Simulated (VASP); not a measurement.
Here is a VASP 6.6.1 calculation.

Contents of INCAR:

```
SYSTEM = TiSi
  ALGO = Normal
  EDIFF = 1E-7
  ENCUT = 520
  GGA = PS
  ISIF = 2
  ISMEAR = 0
  LASPH = .True.
  LCHARG = .True.
  LELF = .True.
  LREAL = .False.
  LVHAR = .True.
  LWAVE = .False.
  NBANDS = 15
  NELM = 80
  PREC = Accurate
  SIGMA = 0.15
```

Contents of KPOINTS:

```
k-points
0
Gamma
  24 24 18
  0 0 0
```

The input POSCAR:

```
TiSi
1.0
    1.8534756698     -2.1245233051      0.0000000000
    1.8534756698      2.1245233051      0.0000000000
    0.0000000000      0.0000000000      3.5876292524
Ti Si
1 1
Direct
    0.5000000000      0.5000000000      0.0000000000
    0.0000000000      0.0000000000      0.5000000000
```

Potentials or basis: VASP PAW PBE potentials, release 64 (Ti_sv, Si).

Launch:

```sh
$ cat potpaw_PBE.64/Ti_sv/POTCAR potpaw_PBE.64/Si/POTCAR > POTCAR
$ mpirun -np 1 vasp_std > vasp.out
```

Predict the band gap on the k mesh.

zero (bands 8 and 9 overlap by 1.51 eV).

What does it give for the pressure?

1.8 GPa.

Stress tensor (GPa, compression positive):
```
-1.95  0.00  0.00
 0.00 -0.85  0.00
 0.00  0.00  8.31
```

Caveat: the stress differs along the axes, from -2 to 8 GPa; the PAW data sets were made with another functional, which shifts forces and pressure a little.
